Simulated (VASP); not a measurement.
The system is TiSn3O8.

```
Sn Ti O
1.0
     4.72464    0.00000    0.00000
     0.00000    4.72464    0.00000
     0.00000    0.00000    6.28759
Sn Ti O
3 1 8
Direct
  0.95952 0.99212 0.97781
  0.99942 0.99033 0.50039
  0.47706 0.48251 0.24877
  0.50552 0.45941 0.73589
  0.31634 0.26654 0.97600
  0.30016 0.32408 0.53161
  0.69665 0.73244 0.97154
  0.69309 0.69844 0.48508
  0.14632 0.82334 0.21935
  0.24424 0.81062 0.74114
  0.82029 0.21327 0.23532
  0.79786 0.19035 0.74237
```

Program: VASP 6.6.1. Alike in all runs: task single point; potentials or basis VASP PAW PBE potentials, release 64 (Sn_d, Ti_sv, O); no spin polarisation; cell as given; cutoff (eV) 520; smearing fermi-dirac 0.05 eV.

Problem. Order these runs on this cell by their pressure, lowest first.
A. level PBE; k mesh 1 × 1 × 1
B. level PBEsol; k mesh 2 × 2 × 2, shifted
C. level PBE; k mesh 2 × 2 × 2, shifted

Solution. B (9.0 GPa), A (13.1 GPa), C (15.4 GPa).

Caveats: all runs use coarse meshes; the PAW data sets were made with another functional, which shifts forces and pressure a little (some runs).
